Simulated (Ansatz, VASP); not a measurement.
# Two plane-wave programs on SiC

```xyz
2
Lattice="0.0000 2.1781 2.1781 2.1781 0.0000 2.1781 2.1781 2.1781 0.0000" Properties=species:S:1:pos:R:3 pbc="T T T"
Si   -0.0577   -0.0577   -0.0577
C     3.2672    3.2672    3.2672
```

Change from the starting cell: all Si atoms moved +0.100 Å, as atom 1 towards its neighbour atom 2 (C) at 1.886 Å.

Alike in both runs: task single point; functional r2SCAN; k mesh 10 × 10 × 10; occupations gaussian, width 0.05 eV; no spin polarisation.

|  | VASP | Ansatz |
| --- | --- | --- |
| version | VASP 6.6.1 | Ansatz 0.2.0 |
| potentials or method | VASP PAW PBE potentials, release 64 (Si, C), cutoff 660 eV | scalar-relativistic, plane waves, PAW |
| valence electrons in the cell | 8 | 8 |

```csv
,VASP,Ansatz,Ansatz less VASP
gap on the k mesh at the Fermi level (eV),1.42,1.41,-0.013
least direct gap on the mesh (eV),4.89,4.88,-0.014
pressure (GPa),1.0,1.4,+0.41
"traceless stress, the component that is largest in VASP (GPa)",4.53,4.57,+0.044
rms of the force components (eV/Å),1.385,1.391,+0.0053
```

VASP's potentials were made for PBE, not for r2SCAN. Atom by atom the forces differ by 0.005 eV/Å (rms over components). The functional is the same, so the differences come from potentials, cutoffs and numerics.
